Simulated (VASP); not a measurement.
Runs of VASP 6.6.1 on Ag. The structure is that of space group R-3m (No. 166), or close to it. The cells are those of the table. 

```tsv
task	cell	k mesh	cutoff (eV)	gap on the mesh (eV)	pressure (GPa)	relaxed volume (Å³/atom)
single point	a = 7.213 Å, angles 22.9°, 3 atoms	18 × 18 × 18	520	none	-0.2	-
relaxation of cell and atoms	relaxed from a = 7.403 Å, angles 23.0°, 3 atoms	6 × 6 × 6	600	none	0.2	16.74
single point	a = 7.278 Å, angles 22.6°, 3 atoms	9 × 9 × 9	520	none	(b)	-
relaxation of cell and atoms	relaxed from a = 7.157 Å, angles 23.3°, 3 atoms	9 × 9 × 9	600	none	0.1	(a)
single point	a = 7.157 Å, angles 23.3°, 3 atoms	6 × 6 × 6	520	none	-0.1	-
```

Alike in all rows: level PBEsol; potentials or basis VASP PAW PBE potentials, release 64 (Ag); no spin polarisation; smearing gaussian 0.1 eV.

Estimate the missing entries.

(a) 16.61; (b) -0.5.

Caveats: some runs use coarse meshes; the PAW data sets were made with another functional, which shifts forces and pressure a little.

A k mesh can miss the band edges, and the runs leave out spin-orbit coupling on Ag.

A gap of «none» marks levels without a gap at the run's occupations.
